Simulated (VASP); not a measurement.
**AgI: single point with PBE-based screened hybrid with 5 % exact exchange**

AgI:

```xyz
2
Lattice="0.0000 3.2886 3.2886 3.2886 0.0000 3.2886 3.2886 3.2886 0.0000" Properties=species:S:1:pos:R:3 pbc="T T T"
Ag    0.0000    0.0000    0.0000
I     1.6443    1.6443    1.6443
```

```json
{
  "Program": "VASP 6.6.1",
  "Task": "single point",
  "Functional": "PBE-based screened hybrid with 5 % exact exchange",
  "Potentials or basis": "VASP PAW PBE potentials, release 64 (Ag, I)",
  "Cutoff": "400 eV",
  "k mesh": "4 × 4 × 4",
  "Occupations": "gaussian, width 0.01 eV",
  "Spin": "no spin polarisation",
  "Dipole correction": "no",
  "Grid for exact exchange (PRECFOCK)": "Normal",
  "Share of exact exchange": "0.05",
  "Further INCAR settings": "ALGO = Normal; EDIFF = 1e-06; NBANDS = 16",
  "Screening parameter": "0.5 1/Å"
}
```

```
Pressure               : 0.6 GPa
Band gap on the k mesh : 1.47 eV
```

Levels at points of the mesh, in eV from the valence-band top:
```
           k point  band 7  band 8  band 9  band 10  band 11  band 12
(0.00, 0.00, 0.00)    0.00    0.00    0.00     1.47     5.94     5.94
(0.50, 0.00, 0.00)   -2.88   -0.67   -0.67     2.90     6.40     6.40
(0.50, 0.50, 0.00)   -2.52   -1.68   -1.68     3.82     3.98     8.52
```

It took 2.8 min on 1 thread of AMD EPYC 7R13 Processor (Zen 3) (shared host), peak memory 0.26 GiB.

Caveat: the PAW data sets were made with another functional, which shifts forces and pressure a little; spin-orbit coupling is left out, which moves the levels of the heavy elements.
